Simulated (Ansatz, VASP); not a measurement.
One calculation of Hf2N, two programs

File INCAR:

```
SYSTEM = Hf2N
PREC = Accurate
ENCUT = 520
EDIFF = 1E-6
ISMEAR = 0
SIGMA = 0.1
LREAL = Auto
LASPH = .True.
NELM = 80
ALGO = Normal
ISIF = 2
LWAVE = .False.
LCHARG = .False.
LDIPOL = .True.
IDIPOL = 3
DIPOL = 0.5 0.5 0.500
GGA = PS
NBANDS = 118
KPAR = 4
```

The input KPOINTS:

```
Automatic mesh
0
Gamma
  7 6 1
  0 0 0
```

File POSCAR:

```
Hf2N
1.0
    5.2955389246      0.0000000000      0.0000000000
    0.0000000000      6.2015449238      0.0000000000
    0.0000000000      0.0000000000     24.8963759491
Hf N
16 8
Direct
    0.2954633019      0.5137172639      0.3012486643
    0.2045366981      0.0137172639      0.3012486643
    0.7045366981      0.9445950294      0.3666621159
    0.7954633019      0.4445950294      0.3666621159
    0.2954633019      0.2428734106      0.4119450709
    0.2045366981      0.7428734106      0.4119450709
    0.7045366981      0.6737511760      0.4773585225
    0.7954633019      0.1737511760      0.4773585225
    0.2954633019      0.9720295572      0.5226414775
    0.2045366981      0.4720295572      0.5226414775
    0.7045366981      0.4029073227      0.5880549291
    0.7954633019      0.9029073227      0.5880549291
    0.2954633019      0.7011857039      0.6333378841
    0.2045366981      0.2011857039      0.6333378841
    0.7045366981      0.1320634693      0.6987513357
    0.7954633019      0.6320634693      0.6987513357
    0.0000000000      0.7291561467      0.3339553901
    0.5000000000      0.2291561467      0.3339553901
    0.0000000000      0.4583122933      0.4446517967
    0.5000000000      0.9583122933      0.4446517967
    0.0000000000      0.1874684400      0.5553482033
    0.5000000000      0.6874684400      0.5553482033
    0.0000000000      0.9166245866      0.6660446099
    0.5000000000      0.4166245866      0.6660446099
```

Input for Ansatz:

```yaml
crystal:
  lattice:
    - [5.2955389246, 0.0, 0.0]
    - [0.0, 6.2015449238, 0.0]
    - [0.0, 0.0, 24.8963759491]
  atoms:
    - { symbol: Hf, position: [0.2954633019, 0.5137172639, 0.3012486643] }
    - { symbol: Hf, position: [0.2045366981, 0.0137172639, 0.3012486643] }
    - { symbol: "N", position: [0.0, 0.7291561467, 0.3339553901] }
    - { symbol: "N", position: [0.5, 0.2291561467, 0.3339553901] }
    - { symbol: Hf, position: [0.7045366981, 0.9445950294, 0.3666621159] }
    - { symbol: Hf, position: [0.7954633019, 0.4445950294, 0.3666621159] }
    - { symbol: Hf, position: [0.2954633019, 0.2428734106, 0.4119450709] }
    - { symbol: Hf, position: [0.2045366981, 0.7428734106, 0.4119450709] }
    - { symbol: "N", position: [0.0, 0.4583122933, 0.4446517967] }
    - { symbol: "N", position: [0.5, 0.9583122933, 0.4446517967] }
    - { symbol: Hf, position: [0.7045366981, 0.673751176, 0.4773585225] }
    - { symbol: Hf, position: [0.7954633019, 0.173751176, 0.4773585225] }
    - { symbol: Hf, position: [0.2954633019, 0.9720295572, 0.5226414775] }
    - { symbol: Hf, position: [0.2045366981, 0.4720295572, 0.5226414775] }
    - { symbol: "N", position: [0.0, 0.18746844, 0.5553482033] }
    - { symbol: "N", position: [0.5, 0.68746844, 0.5553482033] }
    - { symbol: Hf, position: [0.7045366981, 0.4029073227, 0.5880549291] }
    - { symbol: Hf, position: [0.7954633019, 0.9029073227, 0.5880549291] }
    - { symbol: Hf, position: [0.2954633019, 0.7011857039, 0.6333378841] }
    - { symbol: Hf, position: [0.2045366981, 0.2011857039, 0.6333378841] }
    - { symbol: "N", position: [0.0, 0.9166245866, 0.6660446099] }
    - { symbol: "N", position: [0.5, 0.4166245866, 0.6660446099] }
    - { symbol: Hf, position: [0.7045366981, 0.1320634693, 0.6987513357] }
    - { symbol: Hf, position: [0.7954633019, 0.6320634693, 0.6987513357] }
basis:
  ecutwfc: 420
kpoints:
  mp_grid: { grid: [7, 6, 1] }
hamiltonian:
  xc: pbesol
scf:
  occupations: { method: gaussian, width: 0.1 }
output:
  forces: true
  stress: true
  eigenvalues: true
  write_density: true
  write_potential: true
  elf: true
  volumetric_format: npy
efield:
  axis: 3
  dipole_correction: true
  ramp_width: 0.04
```

Alike in both runs: task single point; functional PBEsol; k mesh 7 × 6 × 1; occupations gaussian, width 0.1 eV; no spin polarisation.

```csv
,VASP,Ansatz
version,VASP 6.6.1,Ansatz 0.2.0
potentials or method,"VASP PAW PBE potentials, release 64 (Hf_pv, N), cutoff 520 eV","scalar-relativistic, plane waves, PAW"
valence electrons in the cell,200,456
```

VASP gave:

```
gap on the k mesh at the Fermi level (eV) : none
rms of the force components (eV/Å)        : 0.512
```

Question: Estimate Ansatz's values.

Answer: gap on the k mesh at the Fermi level (eV): none; rms of the force components (eV/Å): 0.499.

VASP's potentials were made for PBE, not for PBEsol. A gap of «none» marks a metal or a gap that the smearing closes. VASP's potentials hold 200 valence electrons a cell and Ansatz's 456, so a difference there can come from the potentials and not from the codes. Ansatz's warnings: xc potential rough in thin density.

Neither program's run includes spin-orbit coupling.
